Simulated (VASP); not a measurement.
Here is a VASP 6.6.1 calculation.

INCAR

```
ALGO = Normal
EDIFF = 1E-6
ENCUT = 690
GGA = PS
GGA_COMPAT = F
ISIF = 2
ISMEAR = -1
ISPIN = 2
LASPH = T
LCHARG = T
LDAU = T
LDAUJ = 0 0
LDAUL = 2 -1
LDAUPRINT = 1
LDAUTYPE = 2
LDAUU = 6 0
LELF = T
LMAXMIX = 4
LORBIT = 11
LREAL = F
LVHAR = T
LWAVE = F
MAGMOM = 1 1 1 1 0 0 0 0
NBANDS = 58
NELM = 200
PREC = Accurate
SIGMA = 0.05
```

KPOINTS

```
k-points
0
Gamma
  6 6 6
```

Contents of POSCAR:

```
SiNi
1.0
    4.5036940000      0.0000000000      0.0000000000
    0.0000000000      4.5036940000      0.0000000000
    0.0000000000      0.0000000000      4.5036940000
Ni Si
4 4
Direct
    0.1495040000      0.1495040000      0.1495040000
    0.6495040000      0.3504960000      0.8504960000
    0.8504960000      0.6495040000      0.3504960000
    0.3504960000      0.8504960000      0.6495040000
    0.8468300000      0.8468300000      0.8468300000
    0.3468300000      0.6531700000      0.1531700000
    0.1531700000      0.3468300000      0.6531700000
    0.6531700000      0.1531700000      0.3468300000
```

Potentials or basis: VASP PAW PBE potentials, release 64 (Ni_sv_GW, Si).

Launch:

```console
$ cat potpaw_PBE.64/Ni_sv_GW/POTCAR potpaw_PBE.64/Si/POTCAR > POTCAR
$ mpirun -np 1 vasp_std > vasp.out
```

Task: What does it give for the pressure?

Result: -7.9 GPa.

Task: Estimate the band gap on the k mesh.

Result: Zero (filled and empty bands overlap).

Eigenvalues of the final occupation matrices:
```tsv
site	spin	trace	eigenvalues
site 1 d	1	4.04	0.79 0.79 0.79 0.84 0.84
site 1 d	2	4.04	0.79 0.79 0.79 0.84 0.84
site 2 d	1	4.04	0.79 0.79 0.79 0.84 0.84
site 2 d	2	4.04	0.79 0.79 0.79 0.84 0.84
site 3 d	1	4.04	0.79 0.79 0.79 0.84 0.84
site 3 d	2	4.04	0.79 0.79 0.79 0.84 0.84
site 4 d	1	4.04	0.79 0.79 0.79 0.84 0.84
site 4 d	2	4.04	0.79 0.79 0.79 0.84 0.84
```

Caveat: the cell stands under tension; the moments typed at the start vanished in this run; the PAW data sets were made with another functional, which shifts forces and pressure a little; the U is typed as a test and isn't derived for this compound. The state reached can hang on the start; a lower one may exist.
